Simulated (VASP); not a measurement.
Here is a VASP 6.6.1 calculation.

The input INCAR:

```
SYSTEM = GaN
ALGO = Normal
EDIFF = 1E-6
ENCUT = 520
GGA = PE
ISIF = 2
ISMEAR = -1
LASPH = .True.
LCHARG = .True.
LELF = .True.
LREAL = .False.
LVHAR = .True.
LWAVE = .False.
NBANDS = 16
NELM = 100
PREC = Accurate
SIGMA = 0.1
```

The input KPOINTS:

```
k-points
0
Gamma
  17 17 17
  0 0 0
```

POSCAR

```
GaN
1.0
    0.0000000000      1.9651460913      1.9651460913
    1.9651460913      0.0000000000      1.9651460913
    1.9651460913      1.9651460913      0.0000000000
Ga N
1 1
Direct
    0.0000000000      0.0000000000      0.0000000000
    0.5000000000      0.5000000000      0.5000000000
```

Potentials or basis: VASP PAW PBE potentials, release 64 (Ga_d, N).

Command:

```console
$ cat potpaw_PBE.64/Ga_d/POTCAR potpaw_PBE.64/N/POTCAR > POTCAR
$ mpirun -np 1 vasp_std > vasp.out
```

Problem. What does it give for the pressure?

Solution. 92.3 GPa.

Problem. Predict the band gap on the k mesh.

Solution. 2.17 eV, indirect (least direct gap 5.81 eV).

A k mesh can miss the band edges.
